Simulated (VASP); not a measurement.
# Cs2NaI6 (I4/mmm) in VASP: single point with PBE

Aim: the single point of Cs2NaI6 with PBE.

Program: VASP 6.6.1. These are calculated values, not measurements. Logs are shortened: lines on timing, memory, paths and dates and some standing lists are left out, and cuts for length are marked.

## 1. The cell of the first run

It takes space group I4/mmm (No. 139, tetragonal). Conventional cell: a = 9.080 Å, b = 9.080 Å, c = 9.336 Å, α = 90.00°, β = 90.00°, γ = 90.00°. Na (site symmetry 4/mmm) has 6 I at 2.65 to 3.27 Å within 3.5 Å. Within 5.3 Å of Cs (site symmetry -4m2) lie 12 I at 4.01 to 4.63 Å and 2 Cs at 4.67 Å and 4 Na at 5.10 Å. Within 3.5 Å of I (site symmetry m2m) lie 1 Na at 2.65 Å. Within 3.7 Å of I (site symmetry 4mm) lie 1 I at 2.80 Å and 1 Na at 3.27 Å.

## 2. Single point, PBE

INCAR reads:

```
PREC = Accurate
ENCUT = 520
EDIFF = 1E-6
ISMEAR = 1
SIGMA = 0.0152
LREAL = False
LASPH = True
NELM = 60
ALGO = Normal
ISIF = 2
LWAVE = False
LCHARG = True
GGA = PE
LELF = True
LVHAR = True
NBANDS = 44
```

KPOINTS reads:

```
Automatic mesh
0
Gamma
  4 4 4
```

POSCAR reads:

```
Cs2NaI6
1.0
   -4.5401170000      4.5401170000      4.6679290000
    4.5401170000     -4.5401170000      4.6679290000
    4.5401170000      4.5401170000     -4.6679290000
Na Cs I
1 2 6
Direct
    0.0000000000      0.0000000000      0.0000000000
    0.7500000000      0.2500000000      0.5000000000
    0.2500000000      0.7500000000      0.5000000000
    0.7937900000      0.7937900000      0.5875800000
    0.7937900000      0.2062100000      0.0000000000
    0.2062100000      0.2062100000      0.4124200000
    0.2062100000      0.7937900000      0.0000000000
    0.6500600000      0.6500600000      0.0000000000
    0.3499400000      0.3499400000      0.0000000000
```

Potentials or basis: VASP PAW PBE potentials, release 64 (Na_pv, Cs_sv, I).

Run with:

```
$ cat potpaw_PBE.64/Na_pv/POTCAR potpaw_PBE.64/Cs_sv/POTCAR potpaw_PBE.64/I/POTCAR > POTCAR
$ mpirun -np 1 vasp_std > vasp.out
```

OUTCAR:

```text
PREC = Accurate
   ENCUT = 520
   EDIFF = 1E-6
   ISMEAR = 1
   LREAL = False
   LASPH = True
   NELM = 60
   ISIF = 2
   GGA = PE

 ion  position               nearest neighbor table
   1  0.000  0.000  0.000-   4 2.65   5 2.65   6 2.65   7 2.65
   2  0.750  0.250  0.500-
   3  0.250  0.750  0.500-
   4  0.794  0.794  0.588-   1 2.65
   5  0.794  0.206  0.000-   1 2.65
   6  0.206  0.206  0.412-   1 2.65
   7  0.206  0.794  0.000-   1 2.65
   8  0.650  0.650  0.000-   9 2.80
   9  0.350  0.350  0.000-   8 2.80

  LATTYP: Found a body centered tetragonal cell.
 ALAT       =     9.0802340000
 C/A-ratio  =     1.0281516974

  Lattice vectors:

 A1 = (  -4.5401170000,   4.5401170000,   4.6679290000)
 A2 = (   4.5401170000,  -4.5401170000,   4.6679290000)
 A3 = (   4.5401170000,   4.5401170000,  -4.6679290000)

Analysis of symmetry for initial positions (statically):
=====================================================================
 Subroutine PRICEL returns:
 Original cell was already a primitive cell.

 Routine SETGRP: Setting up the symmetry group for a
 body centered tetragonal supercell.

 Subroutine GETGRP returns: Found 16 space group operations
 (whereof 16 operations were pure point group operations)
 out of a pool of 16 trial point group operations.

The static configuration has the point symmetry D_4h.

Analysis of symmetry for dynamics (positions and initial velocities):
=====================================================================
 Subroutine PRICEL returns:
 Original cell was already a primitive cell.

 Routine SETGRP: Setting up the symmetry group for a
 body centered tetragonal supercell.

 Subroutine GETGRP returns: Found 16 space group operations
 (whereof 16 operations were pure point group operations)
 out of a pool of 16 trial point group operations.

The dynamic configuration has the point symmetry D_4h.

 Subroutine INISYM returns: Found 16 space group operations
 (whereof 16 operations are pure point group operations),
 and found     1 'primitive' translations

----------------------------------------------------------------------------------------

                                     Primitive cell

  volume of cell :     384.8738

  direct lattice vectors                    reciprocal lattice vectors
    -4.540117000  4.540117000  4.667929000     0.000000000  0.110129320  0.107113883
     4.540117000 -4.540117000  4.667929000     0.110129320  0.000000000  0.107113883
     4.540117000  4.540117000 -4.667929000     0.110129320  0.110129320  0.000000000

  length of vectors
     7.938191601  7.938191601  7.938191601     0.153628940  0.153628940  0.155746379

  position of ions in fractional coordinates (direct lattice)
     0.000000000  0.000000000  0.000000000
     0.750000000  0.250000000  0.500000000
     0.250000000  0.750000000  0.500000000
     0.793790000  0.793790000  0.587580000
     0.793790000  0.206210000  0.000000000
     0.206210000  0.206210000  0.412420000
     0.206210000  0.793790000  0.000000000
     0.650060000  0.650060000  0.000000000
     0.349940000  0.349940000  0.000000000

  ion indices of the primitive-cell ions
   primitive index   ion index
                 1           1
                 2           2
                 3           3
                 4           4
                 5           5
                 6           6
                 7           7
                 8           8
                 9           9

----------------------------------------------------------------------------------------

 KPOINTS: Automatic mesh

Automatic generation of k-mesh.
 Grid dimensions read from file:
 generate k-points for:    4    4    4

 Generating k-lattice:

  Cartesian coordinates                     Fractional coordinates (reciprocal lattice)
     0.000000000  0.027532330  0.026778471     0.250000000  0.000000000 -0.000000000
     0.027532330  0.000000000  0.026778471     0.000000000  0.250000000 -0.000000000
     0.027532330  0.027532330  0.000000000     0.000000000  0.000000000  0.250000000

  Length of vectors
     0.038407235  0.038407235  0.038936595

  Shift w.r.t. Gamma in fractional coordinates (k-lattice)
     0.000000000  0.000000000  0.000000000

 Subroutine IBZKPT returns following result:
 ===========================================

 Found     13 irreducible k-points:

 Following reciprocal coordinates:
            Coordinates               Weight
  0.000000  0.000000  0.000000      1.000000
  0.250000  0.000000  0.000000      8.000000
  0.500000  0.000000  0.000000      4.000000
  0.250000  0.250000  0.000000      8.000000
  0.500000  0.250000  0.000000     16.000000
 -0.250000  0.250000  0.000000      4.000000
  0.500000  0.500000  0.000000      2.000000
  0.250000  0.250000  0.250000      2.000000
 -0.250000  0.250000  0.250000      4.000000
  0.500000  0.500000  0.250000      4.000000
 -0.250000  0.500000  0.250000      8.000000
 -0.250000 -0.250000  0.250000      2.000000
  0.500000  0.500000  0.500000      1.000000
   k-points           NKPTS =     13   k-points in BZ     NKDIM =     13   number of bands    NBANDS=     44
   number of dos      NEDOS =    301   number of ions     NIONS =      9
   total plane-waves  NPLWV = 216000
   dimension x,y,z NGX =    60 NGY =   60 NGZ =   60
   dimension x,y,z NGXF=   120 NGYF=  120 NGZF=  120
   ions per type =               1   2   6
   NGX,Y,Z   is equivalent  to a cutoff of  12.57, 12.57, 12.57 a.u.
   NGXF,Y,Z  is equivalent  to a cutoff of  25.13, 25.13, 25.13 a.u.
 SYSTEM =  unknown system
   PREC   = accura    normal or accurate (medium, high low for compatibility)
   ISTART =      0    job   : 0-new  1-cont  2-samecut
   ICHARG =      2    charge: 1-file 2-atom 10-const
   ISPIN  =      1    spin polarized calculation?
   LNONCOLLINEAR =      F non collinear calculations
   LSORBIT =      F    spin-orbit coupling
   LASPH  =      T    aspherical Exc in radial PAW
   ENCUT  =  520.0 eV  38.22 Ry    6.18 a.u.  14.76 14.76 14.76*2*pi/ulx,y,z
   NELM   =     60;   NELMIN=  2; NELMDL= -5     # of ELM steps
   EDIFF  = 0.1E-05   stopping-criterion for ELM
   LREAL  =      F    real-space projection
   EDIFFG = 0.1E-04   stopping-criterion for IOM
   NSW    =      0    number of steps for IOM
   IBRION =     -1    ionic relax: 0-MD 1-quasi-New 2-CG
   NFREE  =      0    steps in history (QN), initial steepest desc. (CG)
   ISIF   =      2    stress and relaxation
   ISYM   =      2    0-nonsym 1-usesym 2-fastsym
   POTIM  = 0.5000    time-step for ionic-motion
   TEBEG  =    0.0;   TEEND  =   0.0 temperature during run
   PSTRESS=    0.0 pullay stress
   NELECT =      67.0000    total number of electrons
   NUPDOWN=      -1.0000    fix difference up-down
   EMIN   =  10.00;   EMAX   =-10.00  energy-range for DOS
   EFERMI =   0.00;   METHOD = LEGACY
   ISMEAR =     1;   SIGMA  =   0.02  broadening in eV -4-tet -1-fermi 0-gaus
   EFERMI_NEDOS =   21; number of points for ismear=-14 and -15
   IALGO  =     38    algorithm
   IMIX   =      4    mixing-type and parameters
     AMIX     =   0.40;   BMIX     =  1.00
     AMIX_MAG =   1.60;   BMIX_MAG =  1.00
  volume/ion in A,a.u.               =      42.76       288.58
  Fermi-wavevector in a.u.,A,eV,Ry     =   0.914100  1.727398 11.368737  0.835579
  Thomas-Fermi vector in A             =   2.038688
   LORBIT       =      0    0 simple, 1 ext, 2 COOP (PROOUT), +10 PAW based schemes
   GGA     = PE    functional components
   LHFCALC =     F    Hartree Fock is set to
   AEXX    =    0.0000 exact exchange contribution
   IVDW    =     0    specifies the selected vdW correction
   LEPSILON=     F    determine dielectric tensor
   LRPA    =     F    only Hartree local field effects (RPA)
 non-spin polarized calculation
 Methfessel and Paxton  Order N= 1 SIGMA  =   0.02
  energy-cutoff  :      520.00
  volume of cell :      384.87
 maximum number of plane-waves:     10410
   NGX = 29   NGY = 29   NGZ = 29

 number of electron      67.0000008 magnetization

 Free energy of the ion-electron system (eV)
  ---------------------------------------------------
  ext. energy  EPLUGINS =         0.00000000
  ---------------------------------------------------
  free energy    TOTEN  =       -18.08027531 eV

  energy without entropy =      -18.07882886  energy(sigma->0) =      -18.07979316

 E-fermi :   1.4613     XC(G=0):  -7.8250

 val. band max:        1.4577621798   @ k =   0.5000   0.2500   0.0000
 cond. band min:       1.4633577042   @ k =   0.2500   0.0000   0.0000
 fundamental gap:      0.0055955244
 Fermi energy:         1.4612971929

 k-point     1 :       0.0000    0.0000    0.0000
  band No.  band energies     occupation
      1     -20.9115      2.00000
      2     -20.9115      2.00000
      3     -20.9078      2.00000
      4     -19.0040      2.00000
      5     -18.9856      2.00000
      6     -11.4971      2.00000
[... 36 lines left out ...]
     43       7.0549      0.00000
     44       7.8648      0.00000

 k-point     2 :       0.2500    0.0000    0.0000
  band No.  band energies     occupation
      1     -20.9115      2.00000
      2     -20.9115      2.00000
      3     -20.9078      2.00000
      4     -19.0013      2.00000
      5     -18.9882      2.00000
      6     -11.4864      2.00000
[... 36 lines left out ...]
     43       7.3618      0.00000
     44       7.7784      0.00000

 k-point     3 :       0.5000    0.0000    0.0000
  band No.  band energies     occupation
      1     -20.9115      2.00000
      2     -20.9115      2.00000
      3     -20.9078      2.00000
      4     -18.9947      2.00000
      5     -18.9947      2.00000
      6     -11.4752      2.00000
[... 459 lines left out ...]
     43       7.8944      0.00000
     44       7.9433      0.00000

 k-point    13 :       0.5000    0.5000    0.5000
  band No.  band energies     occupation
      1     -20.9115      2.00000
      2     -20.9115      2.00000
      3     -20.9078      2.00000
      4     -19.0028      2.00000
      5     -18.9862      2.00000
      6     -11.4692      2.00000
[... 36 lines left out ...]
     43       7.9755      0.00000
     44       8.1191      0.00000

------------------------ aborting loop because EDIFF is reached ----------------------------------------

  FORCE on cell =-STRESS in cart. coord.  units (eV):
  Direction    XX          YY          ZZ          XY          YZ          ZX
  --------------------------------------------------------------------------------------
  -------------------------------------------------------------------------------------
  Total        9.2501332      9.2501332      1.9897653      0.0000000     -0.0000000      0.0000000
  in kB       38.5070498     38.5070498      8.2831231      0.0000000     -0.0000000      0.0000000
  external PRESSURE =      28.4324076 kB  Pullay stress =       0.0000000 kB

 VOLUME and BASIS-vectors are now :
 -----------------------------------------------------------------------------
  energy-cutoff  :      520.00
  volume of cell :      384.87
      direct lattice vectors                 reciprocal lattice vectors
    -4.540117000  4.540117000  4.667929000     0.000000000  0.110129320  0.107113883
     4.540117000 -4.540117000  4.667929000     0.110129320  0.000000000  0.107113883
     4.540117000  4.540117000 -4.667929000     0.110129320  0.110129320  0.000000000

 POSITION                                       TOTAL-FORCE (eV/Angst)
 -----------------------------------------------------------------------------------
      0.00000      0.00000      0.00000         0.000000      0.000000      0.000000
      0.00000      4.54012      2.33396         0.000000      0.000000     -0.000000
      4.54012      0.00000      2.33396         0.000000      0.000000      0.000000
      2.66768      2.66768      4.66793        -1.114600     -1.114600      0.000000
     -2.66768      2.66768      4.66793         1.114600     -1.114600     -0.000000
      1.87244      1.87244      0.00000         1.114600      1.114600      0.000000
      2.66768     -2.66768      4.66793        -1.114600      1.114600     -0.000000
      0.00000      0.00000      6.06887         0.000000      0.000000     -0.518906
      0.00000      0.00000      3.26699         0.000000      0.000000      0.518906
 -----------------------------------------------------------------------------------
    total drift:                               -0.000000     -0.000000      0.000000

  FREE ENERGIE OF THE ION-ELECTRON SYSTEM (eV)
  ---------------------------------------------------
  free  energy   TOTEN  =       -18.0802753104 eV

  energy  without entropy=      -18.0788288648  energy(sigma->0) =      -18.07979316
```

Wall time 9.3 min (1 thread of Intel Xeon Platinum 8375C at 2.90GHz (Ice Lake), shared host); peak memory 0.6 GiB.

What came out:

| Quantity | Value |
| --- | --- |
| Free energy | -18.0803 eV |
| Pressure | 2.8 GPa |
| Largest force | 1.576 eV/Å |
| Band gap on the k mesh | zero (an odd number of electrons rules out a gap without spin polarisation) |

Forces on the atoms (eV/Å):
```
Na   0.000  0.000  0.000
Cs   0.000  0.000  0.000
Cs   0.000  0.000  0.000
I   -1.115 -1.115  0.000
I    1.115 -1.115  0.000
I    1.115  1.115  0.000
I   -1.115  1.115  0.000
I    0.000  0.000 -0.519
I    0.000  0.000  0.519
```

Stress tensor (GPa, compression positive):
```
3.85 0.00 0.00
0.00 3.85 0.00
0.00 0.00 0.83
```

Caveat: spin-orbit coupling is left out, which moves the levels of the heavy elements; an odd number of electrons without spin polarisation forces a metal; a magnetic or distorted state may lie lower.
